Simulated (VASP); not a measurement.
# Si11O24 (a cell with a defect) in VASP: single point with PBE

Aim: the single point of Si11O24 (a cell with a defect) with PBE.

Program: VASP 6.6.1. These are calculated values, not measurements. Logs are shortened: lines on timing, memory, paths and dates and some standing lists are left out, and cuts for length are marked.

### Step 1. The cell of the first run

The cell holds a defect, 35 atoms: a = 7.454 Å, b = 7.454 Å, c = 10.042 Å, α = 70.32°, β = 70.32°, γ = 71.37°.

### Step 2. Single point, PBE, collinear spin

File INCAR:

```
ALGO     = Normal         # electronic algorithm
EDIFF    = 1E-6           # SCF threshold, eV
ENCUT    = 520            # plane-wave cutoff, eV
GGA      = PE             # functional
GGA_COMPAT= False        
ISIF     = 2              # what is computed and relaxed
ISMEAR   = 0              # smearing method
ISPIN    = 2              # spin polarisation
LASPH    = True           # aspherical terms in the spheres
LCHARG   = True           # write CHGCAR
LELF     = True           # ELF
LORBIT   = 11             # projections on sites
LREAL    = Auto         
LVHAR    = True         
LWAVE    = False          # write WAVECAR
MAGMOM   = 0 0 0 0 0 0 0 0 0 0 0 0.03 0 0 0 0 0.36 0 0 0 0 0 0 0 0.03 0 0.36 0 0 0 0.01 0 0 0 0 # initial moments
NBANDS   = 121            # bands
NELECT   = 189.0        
NELM     = 200            # most SCF steps
NUPDOWN  = 1.0            # fixed moment
PREC     = Accurate       # precision mode
SIGMA    = 0.01           # smearing width, eV
```

File KPOINTS:

```
Automatic mesh
0
Gamma
  1 1 1
  0.25 0.25 0.25
```

File POSCAR:

```
Si11O24
1.0
   -2.5104095100      4.3481568300      5.5092742100
    5.0208190300      0.0000000000      5.5092742100
    5.0208190300      8.6963136500      0.0000000000
Si O
11 24
Direct
    0.4203244507      0.9289600348      0.0249959577
    0.9485241383      0.4264829692      0.3165887568
    0.0029487492      0.0159440567      0.2555257698
    0.4964741563      0.5015798986     -0.0003673881
    0.1078331499      0.6105698805      0.4633726524
    0.5888521873      0.0845000490      0.2010064312
    0.3879489835      0.8905121945      0.5366434722
    0.9135119274      0.4095597912      0.7988588125
   -0.0178840712     -0.0043336588      0.7442812936
    0.0681370938      0.5785446350      0.9752740932
    0.5713827769      0.0502265123      0.6835829107
    0.1243227945      0.4729525413      0.3610290267
    0.5658941806      0.9854352567      0.0870659114
   -0.0136077481      0.8326164788      0.4004407849
    0.5144436474      0.3204104088      0.1439206901
    0.1962328549     -0.0256601810      0.1228908114
    0.7535240407      0.4708387788      0.4422698396
    0.3359213142      0.6333766243      0.4356174069
    0.8178994581      1.0474364341      0.1927013634
    0.4887291665      0.6940058587      0.0438290739
    1.0129862183      0.2013689591      0.2995161981
    0.4638780141     -0.0019263242      0.3649586747
    0.9517954988      0.5653715517      0.1461721912
    0.0110541178      0.4330772137      0.9134983518
    0.5253422358      0.8742973317      0.6390608068
    0.0222601972      0.8023962914      0.8772367791
    0.5257642192      0.2457814261      0.5586858893
    0.1656693067      0.0114367304      0.5995233732
    0.6771930186      0.4830832578      0.8550667552
    0.3031474164      0.5110574551      0.9558862713
    0.7968160891      0.9865136365      0.6997473677
    0.3658296569      0.6623137624      0.5639554684
    0.9520023462      0.1802995502      0.8071481217
    0.4331600764      0.0459518522      0.8542732626
    1.0005075574      0.5349146641      0.6351717161
```

Potentials or basis: VASP PAW PBE potentials, release 64 (Si, O).

On the command line:

```console
$ cat potpaw_PBE.64/Si/POTCAR potpaw_PBE.64/O/POTCAR > POTCAR
$ mpirun -np 1 vasp_std > vasp.out
```

OUTCAR:

```text
EDIFF = 1E-6
   ENCUT = 520
   GGA = PE
   ISIF = 2
   ISMEAR = 0
   ISPIN = 2
   LASPH = True
   LORBIT = 11
   LREAL = Auto
   NELECT = 189.0
   NELM = 200
   NUPDOWN = 1.0
   PREC = Accurate

 ion  position               nearest neighbor table
   1  0.420  0.929  0.025-  16 1.62  20 1.62  34 1.63  13 1.63  11 3.13   4 3.14   6 3.14
   2  0.949  0.426  0.317-  17 1.60  21 1.64  23 1.67  12 1.68   5 3.01  10 3.13
   3  0.003  0.016  0.256-  21 1.62  19 1.62  16 1.63  14 1.63   5 3.07
   4  0.496  0.502  1.000-  30 1.62  20 1.62  15 1.62  29 1.62   8 3.09   6 3.09   1 3.14  10 3.14

   5  0.108  0.611  0.463-  35 1.62  12 1.63  14 1.64  18 1.68   2 3.01   3 3.07
   6  0.589  0.085  0.201-  19 1.62  22 1.62  15 1.62  13 1.63   4 3.09   1 3.14
   7  0.388  0.891  0.537-  22 1.62  25 1.63  28 1.64  32 1.68  11 3.01   9 3.07
   8  0.914  0.410  0.799-  33 1.62  35 1.62  29 1.63  24 1.63   4 3.09  10 3.14
   9  0.982  0.996  0.744-  31 1.62  33 1.62  26 1.63  28 1.63   7 3.07
  10  0.068  0.579  0.975-  26 1.62  30 1.62  23 1.63  24 1.63   2 3.13   4 3.14   8 3.14
  11  0.571  0.050  0.684-  27 1.60  31 1.64  34 1.67  25 1.68   7 3.01   1 3.13
  12  0.124  0.473  0.361-   5 1.63   2 1.68
  13  0.566  0.985  0.087-   6 1.63   1 1.63
  14  0.986  0.833  0.400-   3 1.63   5 1.64
  15  0.514  0.320  0.144-   4 1.62   6 1.62
  16  0.196  0.974  0.123-   1 1.62   3 1.63
  17  0.754  0.471  0.442-   2 1.60
  18  0.336  0.633  0.436-  32 1.47   5 1.68
  19  0.818  0.047  0.193-   6 1.62   3 1.62
  20  0.489  0.694  0.044-   4 1.62   1 1.62
  21  0.013  0.201  0.300-   3 1.62   2 1.64
  22  0.464  0.998  0.365-   6 1.62   7 1.62
  23  0.952  0.565  0.146-  10 1.63   2 1.67
  24  0.011  0.433  0.913-   8 1.63  10 1.63
  25  0.525  0.874  0.639-   7 1.63  11 1.68
  26  0.022  0.802  0.877-  10 1.62   9 1.63
  27  0.526  0.246  0.559-  11 1.60
  28  0.166  0.011  0.600-   9 1.63   7 1.64
  29  0.677  0.483  0.855-   4 1.62   8 1.63
  30  0.303  0.511  0.956-   4 1.62  10 1.62
  31  0.797  0.987  0.700-   9 1.62  11 1.64
  32  0.366  0.662  0.564-  18 1.47   7 1.68
  33  0.952  0.180  0.807-   8 1.62   9 1.62
  34  0.433  0.046  0.854-   1 1.63  11 1.67
  35  0.001  0.535  0.635-   8 1.62   5 1.62

  LATTYP: Found a base centered monoclinic cell.
 ALAT       =    12.1085520629
 B/A-ratio  =     0.7181959996
 C/A-ratio  =     0.8293013073
 COS(beta)  =    -0.4146506542

  Lattice vectors:

 A1 = (   2.5104095100,  -4.3481568300,  -5.5092742100)
 A2 = (  -5.0208190300,   0.0000000000,  -5.5092742100)
 A3 = (   5.0208190300,   8.6963136500,   0.0000000000)

Analysis of symmetry for initial positions (statically):
=====================================================================
 Subroutine PRICEL returns:
 Original cell was already a primitive cell.

 Routine SETGRP: Setting up the symmetry group for a
 base centered monoclinic supercell.

 Subroutine GETGRP returns: Found  1 space group operations
 (whereof  1 operations were pure point group operations)
 out of a pool of  4 trial point group operations.

The static configuration has the point symmetry C_1 .

Analysis of symmetry for dynamics (positions and initial velocities):
=====================================================================
 Subroutine PRICEL returns:
 Original cell was already a primitive cell.

 Routine SETGRP: Setting up the symmetry group for a
 base centered monoclinic supercell.

 Subroutine GETGRP returns: Found  1 space group operations
 (whereof  1 operations were pure point group operations)
 out of a pool of  4 trial point group operations.

The dynamic configuration has the point symmetry C_1 .

Analysis of structural, dynamic, and magnetic symmetry:
=====================================================================
 Subroutine PRICEL returns:
 Original cell was already a primitive cell.

 Routine SETGRP: Setting up the symmetry group for a
 base centered monoclinic supercell.

 Subroutine GETGRP returns: Found  1 space group operations
 (whereof  1 operations were pure point group operations)
 out of a pool of  4 trial point group operations.

The overall configuration has the point symmetry C_1 .

 Subroutine INISYM returns: Found  1 space group operations
[... 118 lines left out ...]
 Following reciprocal coordinates:
            Coordinates               Weight
  0.250000  0.250000  0.250000      2.000000
   k-points           NKPTS =      1   k-points in BZ     NKDIM =      1   number of bands    NBANDS=    121
   number of dos      NEDOS =    301   number of ions     NIONS =     35
   total plane-waves  NPLWV = 250880
   dimension x,y,z NGX =    56 NGY =   56 NGZ =   80
   dimension x,y,z NGXF=   112 NGYF=  112 NGZF=  160
   ions per type =              11  24
   NGX,Y,Z   is equivalent  to a cutoff of  12.49, 12.49, 13.24 a.u.
   NGXF,Y,Z  is equivalent  to a cutoff of  24.98, 24.98, 26.49 a.u.
 SYSTEM =  unknown system
   PREC   = accura    normal or accurate (medium, high low for compatibility)
   ISTART =      0    job   : 0-new  1-cont  2-samecut
   ICHARG =      2    charge: 1-file 2-atom 10-const
   ISPIN  =      2    spin polarized calculation?
   LNONCOLLINEAR =      F non collinear calculations
   LSORBIT =      F    spin-orbit coupling
   LASPH  =      T    aspherical Exc in radial PAW
   ENCUT  =  520.0 eV  38.22 Ry    6.18 a.u.  13.86 13.86 18.67*2*pi/ulx,y,z
   NELM   =    200;   NELMIN=  2; NELMDL= -5     # of ELM steps
   EDIFF  = 0.1E-05   stopping-criterion for ELM
   LREAL  =      T    real-space projection
   EDIFFG = 0.1E-04   stopping-criterion for IOM
   NSW    =      0    number of steps for IOM
[... 5 lines left out ...]
   TEBEG  =    0.0;   TEEND  =   0.0 temperature during run
   PSTRESS=    0.0 pullay stress
   NELECT =     189.0000    total number of electrons
   NUPDOWN=       1.0000    fix difference up-down
   EMIN   =  10.00;   EMAX   =-10.00  energy-range for DOS
   EFERMI =   0.00;   METHOD = LEGACY
   ISMEAR =     0;   SIGMA  =   0.01  broadening in eV -4-tet -1-fermi 0-gaus
   EFERMI_NEDOS =   21; number of points for ismear=-14 and -15
   IALGO  =     38    algorithm
   IMIX   =      4    mixing-type and parameters
     AMIX     =   0.40;   BMIX     =  1.00
     AMIX_MAG =   1.60;   BMIX_MAG =  1.00
  volume/ion in A,a.u.               =      13.75        92.76
  Fermi-wavevector in a.u.,A,eV,Ry     =   1.198995  2.265772 19.559587  1.437589
  Thomas-Fermi vector in A             =   2.334869
   LORBIT       =     11    0 simple, 1 ext, 2 COOP (PROOUT), +10 PAW based schemes
   GGA     = PE    functional components
   LHFCALC =     F    Hartree Fock is set to
   AEXX    =    0.0000 exact exchange contribution
   IVDW    =     0    specifies the selected vdW correction
   LEPSILON=     F    determine dielectric tensor
   LRPA    =     F    only Hartree local field effects (RPA)
 spin polarized calculation
 Gauss-broadening in eV      SIGMA  =   0.01
  energy-cutoff  :      520.00
  volume of cell :      481.10
 maximum number of plane-waves:     12934
 NGX is ok and might be reduce to    56
   NGX = 27   NGY = 27   NGZ = 37

 number of electron     188.9999990 magnetization       1.0000143

 Free energy of the ion-electron system (eV)
  ---------------------------------------------------
  ext. energy  EPLUGINS =         0.00000000
  ---------------------------------------------------
  free energy    TOTEN  =      -263.38929010 eV

  energy without entropy =     -263.38929010  energy(sigma->0) =     -263.38929010

 E-fermi :   1.5871     XC(G=0):  -8.7786

 val. band max:        1.5041292656   @ k =   0.2500   0.2500   0.2500
 cond. band min:       2.3138523285   @ k =   0.2500   0.2500   0.2500
 fundamental gap:      0.8097230630
 Fermi energy:         1.3890792048

 spin component 1

 k-point     1 :       0.2500    0.2500    0.2500
  band No.  band energies     occupation
      1     -19.9769      1.00000
      2     -19.0652      1.00000
      3     -18.7525      1.00000
      4     -18.5321      1.00000
      5     -18.4504      1.00000
      6     -18.4001      1.00000
[... 98 lines left out ...]
    105       9.1489      0.00000
    106       9.2731      0.00000
 Fermi energy:         1.5870556247

 spin component 2

 k-point     1 :       0.2500    0.2500    0.2500
  band No.  band energies     occupation
      1     -19.9737      1.00000
      2     -19.0637      1.00000
      3     -18.7516      1.00000
      4     -18.5286      1.00000
      5     -18.4482      1.00000
      6     -18.3962      1.00000
[... 98 lines left out ...]
    105       9.1589      0.00000
    106       9.2812      0.00000
 [bands above 106 left out]

------------------------ aborting loop because EDIFF is reached ----------------------------------------

  FORCE on cell =-STRESS in cart. coord.  units (eV):
  Direction    XX          YY          ZZ          XY          YZ          ZX
  --------------------------------------------------------------------------------------
  -------------------------------------------------------------------------------------
  Total       13.0216093      4.0731376      0.4453145     -7.7744690      0.4308619      0.3200047
  in kB       43.3651743     13.5645540      1.4830072    -25.8909013      1.4348766      1.0656947
  external PRESSURE =      19.4709118 kB  Pullay stress =       0.0000000 kB

 VOLUME and BASIS-vectors are now :
 -----------------------------------------------------------------------------
  energy-cutoff  :      520.00
  volume of cell :      481.10
      direct lattice vectors                 reciprocal lattice vectors
    -2.510409510  4.348156830  5.509274210    -0.099585346  0.057495626  0.090756056
     5.020819030  0.000000000  5.509274210     0.099585346 -0.057495626  0.090756056
     5.020819030  8.696313650  0.000000000     0.049792673  0.086243439 -0.045378028

 POSITION                                       TOTAL-FORCE (eV/Angst)
 -----------------------------------------------------------------------------------
      3.73445      2.04501      7.43358         0.006485      0.030019     -0.019385
      1.34964      6.87749      7.57529        -0.097325     -0.018575      0.048303
      1.35560      2.23495      0.10409         0.000143     -0.022275      0.005003
      6.29096     10.85187      5.49855         0.003753     -0.000875      0.003289
      5.12137      4.49851      3.95788         0.029306      0.023773     -0.024622
     -0.04478      4.30844      3.70968        -0.007962      0.020365     -0.000129
[... 27 lines left out ...]
      3.43246      9.31248      2.63956        -0.029792     -0.017478      0.019796
      5.87352      5.52586      2.94979        -0.009962      0.006461     -0.004482
 -----------------------------------------------------------------------------------
    total drift:                                0.002709     -0.008079      0.002778

  FREE ENERGIE OF THE ION-ELECTRON SYSTEM (eV)
  ---------------------------------------------------
  free  energy   TOTEN  =      -263.3892901048 eV

  energy  without entropy=     -263.3892901048  energy(sigma->0) =     -263.38929010

 total charge

# of ion       s       p       d       tot
------------------------------------------
    1        0.636   0.981   0.000   1.618
    2        0.653   0.967   0.000   1.620
    3        0.635   0.983   0.000   1.618
    4        0.641   0.993   0.000   1.634
    5        0.646   0.963   0.000   1.609
    6        0.634   0.979   0.000   1.614
[... 27 lines left out ...]
   34        1.547   3.665   0.000   5.212
   35        1.540   3.703   0.000   5.243
--------------------------------------------------
tot         44.318  98.092   0.000 142.410

 magnetization (x)

# of ion       s       p       d       tot
------------------------------------------
    1        0.000   0.000   0.000   0.000
    2       -0.002   0.000   0.000  -0.002
    3       -0.000  -0.000   0.000  -0.000
    4        0.000  -0.000   0.000   0.000
    5       -0.000  -0.000   0.000  -0.000
    6       -0.000  -0.000   0.000  -0.000
[... 27 lines left out ...]
   34        0.000   0.002   0.000   0.002
   35       -0.000   0.000   0.000   0.000
--------------------------------------------------
tot          0.015   0.785   0.000   0.800
```

Wall time 11 min (1 thread of Oxide Virtual Turin-like, shared host); peak memory 0.7 GiB.

What came out:

| Property | Result |
| --- | --- |
| Free energy | -263.3893 eV |
| Largest force | 0.154 eV/Å |
| Net moment | 1.00 μB per cell |
| Site moments | Si +0.00, -0.00 (each value once); O +0.03, +0.00, +0.36, -0.00, +0.01 (each value once) μB |
| Valence electrons inside the program's atomic spheres | Si 1.62, 1.63, 1.61 (each value once); O 5.19, 5.23, 5.24, 5.25, 4.98, 5.21 (each value once) |

Forces on the atoms (eV/Å):
```
Si   0.006  0.030 -0.019
Si  -0.097 -0.019  0.048
Si   0.000 -0.022  0.005
Si   0.004 -0.001  0.003
Si   0.029  0.024 -0.025
Si  -0.008  0.020  0.000
Si  -0.006 -0.036  0.027
Si  -0.008 -0.007 -0.004
Si   0.015  0.023 -0.003
Si  -0.012 -0.022  0.013
Si  -0.030  0.096 -0.049
O   -0.007 -0.015 -0.012
O    0.023 -0.012 -0.012
O   -0.020  0.001  0.010
O   -0.009 -0.016  0.005
O   -0.008  0.015  0.013
O    0.096  0.022 -0.058
O   -0.085 -0.122 -0.013
O    0.008  0.011 -0.007
O   -0.001 -0.031  0.000
O    0.022 -0.011  0.012
O   -0.008 -0.001 -0.001
O    0.001  0.036 -0.019
O    0.014 -0.008  0.011
O    0.004  0.010  0.006
O   -0.008 -0.003 -0.005
O    0.029 -0.099  0.059
O   -0.015  0.016 -0.004
O    0.003  0.022 -0.005
O    0.011  0.012  0.000
O    0.029 -0.017 -0.013
O    0.063  0.140  0.012
O    0.005 -0.025  0.007
O   -0.030 -0.017  0.020
O   -0.010  0.006 -0.004
```

Caveat: the k points lie up to 0.92 Å⁻¹ apart, too coarse for converged energies, forces and pressures; the cell carries a net charge on a neutralising background, which shifts energy and pressure; the cell is charged against a uniform background, so pressure and absolute levels hang on convention; the total moment is fixed, so each spin has its own Fermi level and the state may be an excited one.
